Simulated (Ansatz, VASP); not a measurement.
**One calculation of Y, two programs**

```
CELL_PARAMETERS angstrom
3.51432 0.00000 0.00000
1.75716 3.04349 0.00000
1.75716 1.01450 2.86943
ATOMIC_POSITIONS crystal
Y 0.00000 0.00000 0.00000
```

Alike in both runs: task single point; functional r2SCAN; k mesh 8 × 8 × 8; occupations fermi-dirac, width 0.05 eV; no spin polarisation.

|  | VASP | Ansatz |
| --- | --- | --- |
| version | VASP 6.6.1 | Ansatz 0.2.0 |
| potentials or method | VASP PAW PBE potentials, release 64 (Y_sv) | plane waves, PAW |
| plane-wave cutoff (eV) | 520 | 500 |
| valence electrons in the cell | 11 | 11 |

|  | VASP | Ansatz | Ansatz less VASP |
| --- | --- | --- | --- |
| pressure (GPa) | 3.2 | 3.2 | -0.05 |

VASP's potentials were made for PBE, not for r2SCAN.
